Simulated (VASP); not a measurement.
The system is CsPbCl3.

```
CELL_PARAMETERS angstrom
5.60500 0.00000 0.00000
0.00000 5.60500 0.00000
0.00000 0.00000 5.60500
ATOMIC_POSITIONS crystal
Pb 0.50000 0.50000 0.50000
Cs 0.00000 0.00000 0.00000
Cl 0.50000 0.00000 0.50000
Cl 0.00000 0.50000 0.50000
Cl 0.50000 0.50000 0.00000
```

Program: VASP 6.6.1. Alike in all runs: task single point; cell as given; cutoff (eV) 520.

Task: Order these runs on this cell by their pressure, lowest first.
A. level LDA; potentials or basis VASP PAW LDA potentials, release 64 (Pb_d, Cs_sv, Cl); spin non-collinear, zero start, SOC; k mesh 4 × 4 × 4; smearing fermi-dirac 0.05 eV
B. level RPBE; potentials or basis VASP PAW PBE potentials, release 64 (Pb_d, Cs_sv, Cl); spin off; k mesh 5 × 5 × 5; smearing fermi-dirac 0.05 eV
C. level PBE; potentials or basis VASP PAW PBE potentials, release 64 (Pb_d, Cs_sv, Cl); spin off; k mesh 5 × 5 × 5; smearing gaussian 0.011 eV

Result: A (-1.2 GPa), C (1.7 GPa), B (3.2 GPa).

Caveats: the cell stands under pressure (at least some runs); the PAW data sets were made with another functional, which shifts forces and pressure a little (at least some runs).
